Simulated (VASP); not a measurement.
# CoSi (Pm-3m) in VASP: single point with PBE

Aim: the single point of CoSi with PBE.

Everything below comes from runs of VASP 6.6.1. Logs are shortened: lines on timing, memory, paths and dates and some standing lists are left out, and cuts for length are marked.

## (1) The cell of the first run

The structure is cubic, space group Pm-3m (No. 221). The conventional cell has a = 2.785 Å, b = 2.785 Å, c = 2.785 Å, α = 90.00°, β = 90.00°, γ = 90.00°. Co (site symmetry m-3m) has 8 Si at 2.41 Å and 6 Co at 2.79 Å within 3.2 Å. Within 3.2 Å of Si (site symmetry m-3m) lie 8 Co at 2.41 Å and 6 Si at 2.79 Å.

## (2) Single point, PBE, collinear spin, ferromagnetic start

Contents of POSCAR:

```
CoSi
1.0
    2.7854125091      0.0000000000      0.0000000000
    0.0000000000      2.7854125091      0.0000000000
    0.0000000000      0.0000000000      2.7854125091
Co Si
1 1
Direct
    0.0000000000      0.0000000000      0.0000000000
    0.5000000000      0.5000000000      0.5000000000
```

Contents of INCAR.step1:

```
SYSTEM = CoSi
PREC = Accurate
ENCUT = 520
EDIFF = 1E-6
ISMEAR = 0
SIGMA = 0.1
LREAL = .FALSE.
LASPH = .TRUE.
NELM = 200
ALGO = Normal
ISIF = 2
LWAVE = .FALSE.
LCHARG = .TRUE.
ISPIN = 2
MAGMOM = 0.68 0
LMAXMIX = 4
GGA = PE
NBANDS = 18
GGA_COMPAT = .FALSE.
NEDOS = 2001
LORBIT = 11
```

Contents of KPOINTS.step1:

```
regular mesh
0
G
  20 20 20
  0 0 0
```

Contents of INCAR.step2:

```
SYSTEM = CoSi
PREC = Accurate
ENCUT = 520
EDIFF = 1E-6
ISMEAR = -5
SIGMA = 0.1
LREAL = .FALSE.
LASPH = .TRUE.
NELM = 200
ALGO = Normal
ISIF = 2
LWAVE = .FALSE.
LCHARG = .FALSE.
ISPIN = 2
MAGMOM = 0.68 0
LORBIT = 11
LMAXMIX = 4
GGA = PE
NEDOS = 1001
ICHARG = 11
GGA_COMPAT = .FALSE.
```

Contents of KPOINTS.step2:

```
regular mesh
0
G
  30 30 30
  0 0 0
```

Potentials or basis: VASP PAW PBE potentials, release 64 (Co, Si).

Command:

```console
cat potpaw_PBE.64/Co/POTCAR potpaw_PBE.64/Si/POTCAR > POTCAR
cp INCAR.step1 INCAR
cp KPOINTS.step1 KPOINTS
mpirun -np 1 vasp_std > vasp.out
cp INCAR.step2 INCAR
cp KPOINTS.step2 KPOINTS
mpirun -np 1 vasp_std > vasp.out
```

OUTCAR:

```text
SYSTEM = CoSi
   PREC = Accurate
   ENCUT = 520
   EDIFF = 1E-6
   ISMEAR = -5
   LREAL = .FALSE.
   LASPH = .TRUE.
   NELM = 200
   ISIF = 2
   ISPIN = 2
   LORBIT = 11
   GGA = PE
   ICHARG = 11

 ion  position               nearest neighbor table
   1  0.000  0.000  0.000-   2 2.41   2 2.41   2 2.41   2 2.41   2 2.41   2 2.41   2 2.41   2 2.41

   2  0.500  0.500  0.500-   1 2.41   1 2.41   1 2.41   1 2.41   1 2.41   1 2.41   1 2.41   1 2.41

  LATTYP: Found a simple cubic cell.
 ALAT       =     2.7854125091

  Lattice vectors:

 A1 = (   2.7854125091,   0.0000000000,   0.0000000000)
 A2 = (   0.0000000000,   2.7854125091,   0.0000000000)
 A3 = (   0.0000000000,   0.0000000000,   2.7854125091)

Analysis of symmetry for initial positions (statically):
=====================================================================
 Subroutine PRICEL returns:
 Original cell was already a primitive cell.

 Routine SETGRP: Setting up the symmetry group for a
 simple cubic supercell.

 Subroutine GETGRP returns: Found 48 space group operations
 (whereof 48 operations were pure point group operations)
 out of a pool of 48 trial point group operations.

The static configuration has the point symmetry O_h .

Analysis of symmetry for dynamics (positions and initial velocities):
=====================================================================
 Subroutine PRICEL returns:
 Original cell was already a primitive cell.

 Routine SETGRP: Setting up the symmetry group for a
 simple cubic supercell.

 Subroutine GETGRP returns: Found 48 space group operations
 (whereof 48 operations were pure point group operations)
 out of a pool of 48 trial point group operations.

The dynamic configuration has the point symmetry O_h .

Analysis of structural, dynamic, and magnetic symmetry:
=====================================================================
 Subroutine PRICEL returns:
 Original cell was already a primitive cell.

 Routine SETGRP: Setting up the symmetry group for a
 simple cubic supercell.

 Subroutine GETGRP returns: Found 48 space group operations
 (whereof 48 operations were pure point group operations)
 out of a pool of 48 trial point group operations.

The overall configuration has the point symmetry O_h .

 Subroutine INISYM returns: Found 48 space group operations
 (whereof 48 operations are pure point group operations),
 and found     1 'primitive' translations

----------------------------------------------------------------------------------------

                                     Primitive cell

  volume of cell :      21.6107

  direct lattice vectors                    reciprocal lattice vectors
[... 135 lines left out ...]
  energy without entropy =      -13.28032899  energy(sigma->0) =      -13.28032899

 E-fermi :  12.8346     XC(G=0): -12.9207

 val. band max:       12.9002339114   @ k =   0.5000   0.4333   0.4000
 cond. band min:      12.7727154887   @ k =   0.5000   0.4000   0.3667
 fundamental gap:     -0.1275184227
 Fermi energy:        12.8346435660

 spin component 1

 k-point     1 :       0.0000    0.0000    0.0000
  band No.  band energies     occupation
      1      -1.4434      1.00000
      2       8.6222      1.00000
      3       8.6222      1.00000
      4      11.1782      1.00000
      5      11.1782      1.00000
      6      11.1782      1.00000
      7      15.7437      0.00000
      8      15.7437      0.00000
      9      15.7437      0.00000
     10      20.1692      0.00000
[... 287 lines left out ...]
 k-point    24 :       0.2667    0.0333    0.0000
  band No.  band energies     occupation
      1      -0.0866      1.00000
      2       7.3021      1.00000
      3       8.9941      1.00000
      4      10.3833      1.00000
      5      10.4089      1.00000
      6      11.2453      1.00000
      7      12.3089      1.00000
      8      17.4628      0.00000
      9      17.7342      0.00000
     10      19.9866      0.00000

 [... further k-points ...]

 spin component 2

 k-point     1 :       0.0000    0.0000    0.0000
  band No.  band energies     occupation
      1      -1.4266      1.00000
      2       9.2681      1.00000
      3       9.2681      1.00000
      4      11.5705      1.00000
      5      11.5705      1.00000
      6      11.5705      1.00000
      7      15.7651      0.00000
      8      15.7651      0.00000
      9      15.7651      0.00000
     10      20.4639      0.00000
[... 287 lines left out ...]
 k-point    24 :       0.2667    0.0333    0.0000
  band No.  band energies     occupation
      1      -0.0694      1.00000
      2       7.5388      1.00000
      3       9.6927      1.00000
      4      10.7261      1.00000
      5      10.7463      1.00000
      6      11.6411      1.00000
      7      12.9602      0.00000
      8      17.5517      0.00000
      9      17.8043      0.00000
     10      20.1194      0.00000

 [... further k-points ...]

------------------------ aborting loop because EDIFF is reached ----------------------------------------

  FORCE on cell =-STRESS in cart. coord.  units (eV):
  Direction    XX          YY          ZZ          XY          YZ          ZX
  --------------------------------------------------------------------------------------
  -------------------------------------------------------------------------------------
  Total       -0.0644588     -0.0644588     -0.0644588      0.0000000     -0.0000000      0.0000000
  in kB       -4.7788587     -4.7788587     -4.7788587      0.0000000     -0.0000000      0.0000000
  external PRESSURE =      -4.7788587 kB  Pullay stress =       0.0000000 kB

 VOLUME and BASIS-vectors are now :
 -----------------------------------------------------------------------------
  energy-cutoff  :      520.00
  volume of cell :       21.61
      direct lattice vectors                 reciprocal lattice vectors
     2.785412509  0.000000000  0.000000000     0.359013251  0.000000000  0.000000000
     0.000000000  2.785412509  0.000000000     0.000000000  0.359013251  0.000000000
     0.000000000  0.000000000  2.785412509     0.000000000  0.000000000  0.359013251

 POSITION                                       TOTAL-FORCE (eV/Angst)
 -----------------------------------------------------------------------------------
      0.00000      0.00000      0.00000         0.000000      0.000000      0.000000
      1.39271      1.39271      1.39271         0.000000      0.000000      0.000000
 -----------------------------------------------------------------------------------
    total drift:                               -0.000000      0.000000      0.000000

  FREE ENERGIE OF THE ION-ELECTRON SYSTEM (eV)
  ---------------------------------------------------
  free  energy   TOTEN  =       -13.2803289863 eV

  energy  without entropy=      -13.2803289863  energy(sigma->0) =      -13.28032899

 total charge

# of ion       s       p       d       tot
------------------------------------------
    1        0.436   0.588   7.568   8.593
    2        0.712   0.861   0.000   1.573
--------------------------------------------------
tot          1.148   1.449   7.568  10.165

 magnetization (x)

# of ion       s       p       d       tot
------------------------------------------
    1        0.009   0.002   0.595   0.606
    2        0.003   0.014   0.000   0.017
--------------------------------------------------
tot          0.012   0.016   0.595   0.624
```

OUTCAR.step1:

```text
SYSTEM = CoSi
   PREC = Accurate
   ENCUT = 520
   EDIFF = 1E-6
   ISMEAR = 0
   LREAL = .FALSE.
   LASPH = .TRUE.
   NELM = 200
   ISIF = 2
   ISPIN = 2
   GGA = PE
   LORBIT = 11

[... 1257 lines left out ...]

 total charge

# of ion       s       p       d       tot
------------------------------------------
    1        0.437   0.587   7.569   8.593
    2        0.712   0.861   0.000   1.573
--------------------------------------------------
tot          1.149   1.448   7.569  10.166

 magnetization (x)

# of ion       s       p       d       tot
------------------------------------------
    1        0.008   0.002   0.586   0.596
    2        0.003   0.013   0.000   0.016
--------------------------------------------------
tot          0.011   0.015   0.586   0.611
```

OSZICAR.step1:

```text
N       E                     dE             d eps       ncg     rms          rms(c)
DAV:   1     0.466522290909E+02    0.46652E+02   -0.51315E+03 21106   0.752E+02
DAV:   2    -0.120807370235E+02   -0.58733E+02   -0.51569E+02 23308   0.165E+02
DAV:   3    -0.147351972381E+02   -0.26545E+01   -0.25884E+01 24250   0.368E+01
DAV:   4    -0.147672605117E+02   -0.32063E-01   -0.32024E-01 24264   0.361E+00
DAV:   5    -0.147679915458E+02   -0.73103E-03   -0.73095E-03 25398   0.559E-01    0.145E+01
DAV:   6    -0.175134450736E+02   -0.27455E+01   -0.36962E+01 22568   0.732E+01    0.174E+01
DAV:   7    -0.133138497767E+02    0.41996E+01   -0.19136E+01 23258   0.494E+01    0.259E+00
DAV:   8    -0.133005348061E+02    0.13315E-01   -0.16829E-01 24716   0.268E+00    0.153E+00
DAV:   9    -0.132867660051E+02    0.13769E-01   -0.29871E-02 28008   0.199E+00    0.549E-01
DAV:  10    -0.132861374467E+02    0.62856E-03   -0.10456E-03 31320   0.282E-01    0.206E-01
DAV:  11    -0.132860390207E+02    0.98426E-04   -0.11118E-04 26838   0.100E-01    0.665E-02
DAV:  12    -0.132860214132E+02    0.17607E-04   -0.12147E-04 26654   0.118E-01    0.275E-02
DAV:  13    -0.132860193004E+02    0.21128E-05   -0.25171E-06 21384   0.122E-02    0.178E-02
DAV:  14    -0.132860166956E+02    0.26048E-05   -0.65638E-06 18014   0.252E-02    0.352E-03
DAV:  15    -0.132860164815E+02    0.21410E-06   -0.20301E-07 11402   0.313E-03
   1 F= -.13286016E+02 E0= -.13280797E+02  d E =-.104390E-01  mag=     0.5982
```

Wall time 7.8 min (1 thread of Oxide Virtual Turin-like, shared host); peak memory 0.42 GiB.

What came out:

```yaml
Net_moment: 0.60 μB per cell
Site_moments: Co +0.61; Si +0.02 μB
Valence_electrons_inside_the_program's_atomic_spheres: Co 8.59; Si 1.57
```

Levels at points of the mesh, in eV from the Fermi level:
Spin up:
| k point | band 5 | band 6 | band 7 | band 8 | band 9 | band 10 |
| --- | --- | --- | --- | --- | --- | --- |
| (0.00, 0.00, 0.00) | -1.66 | -1.66 | 2.91 | 2.91 | 2.91 | 7.33 |
| (0.50, 0.00, 0.00) | -2.89 | -1.51 | -0.87 | 6.61 | 7.93 | 7.93 |
| (0.50, 0.50, 0.00) | -2.44 | -2.44 | -1.19 | 1.22 | 1.57 | 7.97 |
| (0.50, 0.50, 0.50) | -1.15 | -1.15 | 1.24 | 1.24 | 1.24 | 3.31 |
Spin down:
| k point | band 3 | band 4 | band 5 | band 6 | band 7 | band 8 | band 9 | band 10 |
| --- | --- | --- | --- | --- | --- | --- | --- | --- |
| (0.00, 0.00, 0.00) | -3.57 | -1.26 | -1.26 | -1.26 | 2.93 | 2.93 | 2.93 | 7.63 |
| (0.50, 0.00, 0.00) | -2.73 | -2.57 | -2.57 | -1.11 | 0.04 | 6.60 | 8.03 | 8.03 |
| (0.50, 0.50, 0.00) | -5.30 | -3.80 | -2.09 | -2.09 | -0.21 | 1.56 | 2.10 | 7.99 |
| (0.50, 0.50, 0.50) | -5.86 | -1.76 | -0.17 | -0.17 | 1.26 | 1.26 | 1.26 | 3.59 |
